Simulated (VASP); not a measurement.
Wanted: the native input for a VASP 6.6.1 run.

* Task: single point
* Functional: PBE
* Potentials or basis: VASP PAW PBE potentials, release 64 (K_sv, F)
* Cutoff: 600 eV
* k mesh: 8 × 8 × 8
* Occupations: gaussian, width 0.1 eV
* Spin: no spin polarisation
* Dipole correction: no
* Further INCAR settings: ALGO = Normal; EDIFF = 1e-06; NBANDS = 15

The structure of KF lies in POSCAR:

```
KF
1.0
    3.2589550000      0.0000000000      0.0000000000
    0.0000000000      3.2589550000      0.0000000000
    0.0000000000      0.0000000000      3.2589550000
K F
1 1
Direct
    0.0000000000      0.0000000000      0.0000000000
    0.5000000000      0.5000000000      0.5000000000
```

These files were run (other wordings do the same):

INCAR

```
ALGO = Normal
EDIFF = 1E-6
ENCUT = 600
GGA = PE
GGA_COMPAT = F
ISIF = 2
ISMEAR = 0
LASPH = T
LCHARG = T
LELF = T
LREAL = F
LVHAR = T
LWAVE = F
NBANDS = 15
NELM = 120
PREC = Accurate
SIGMA = 0.1
```

KPOINTS

```
k-points
0
Gamma
  8 8 8
```

Potentials or basis: VASP PAW PBE potentials, release 64 (K_sv, F).

The run is started by

```console
$ cat potpaw_PBE.64/K_sv/POTCAR potpaw_PBE.64/F/POTCAR > POTCAR
$ mpirun -np 1 vasp_std > vasp.out
```

Results of the run:

```
Pressure               : 0.0 GPa
Band gap on the k mesh : 6.26 eV, indirect (least direct gap 6.31 eV)
```

Wall time 28 s on 1 thread of Intel Xeon 8259CL, with other jobs on the host, peak memory 0.17 GiB.
